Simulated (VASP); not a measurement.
Wanted: the native input for a VASP 6.6.1 run.

* Task: single point
* Functional: PBE
* Potentials or basis: VASP PAW PBE potentials, release 64 (Ni)
* Cutoff: 520 eV
* k mesh: 8 × 8 × 8
* Occupations: gaussian, width 0.1 eV
* Spin: collinear spin, ferromagnetic start
* Starting moments: [0.66, 0.66] μB
* Dipole correction: no
* Further INCAR settings: ALGO = Normal; EDIFF = 1e-06; NBANDS = 21

The structure of Ni lies in POSCAR:

```
Ni
1.0
   -2.2254399973      2.2254399973      1.2124119937
    2.2254399973     -2.2254399973      1.2124119937
    2.2254399973      2.2254399973     -1.2124119937
Ni
2
Direct
    0.0000000000      0.0000000000      0.0000000000
    0.7500000000      0.2500000000      0.5000000000
```

These files were run (other wordings do the same):

INCAR

```
SYSTEM = Ni
  PREC = Accurate
  ENCUT = 520
  EDIFF = 1E-6
  ISMEAR = 0
  SIGMA = 0.1
  LREAL = .FALSE.
  LASPH = .TRUE.
  NELM = 150
  ALGO = Normal
  ISIF = 2
  LWAVE = .FALSE.
  LCHARG = .FALSE.
  ISPIN = 2
  MAGMOM = 0.66 0.66
  LORBIT = 11
  LMAXMIX = 4
  GGA = PE
  NBANDS = 21
```

KPOINTS

```
regular mesh
0
G
  8 8 8
  0 0 0
```

Potentials or basis: VASP PAW PBE potentials, release 64 (Ni).

Command:

```console
$ cat potpaw_PBE.64/Ni/POTCAR > POTCAR
$ mpirun -np 1 vasp_std > vasp.out
```

It gave:

```json
{
 "Pressure": "-0.1 GPa",
 "Net moment": "1.34 μB per cell",
 "Site moments": "Ni +0.68 μB",
 "Valence electrons inside the program's atomic spheres": "Ni 9.26"
}
```

Caveat: the k points lie up to 0.37 Å⁻¹ apart.

Wall time 64 s on 1 thread of Intel Xeon 6975P-C, on a shared host, peak memory 0.2 GiB.
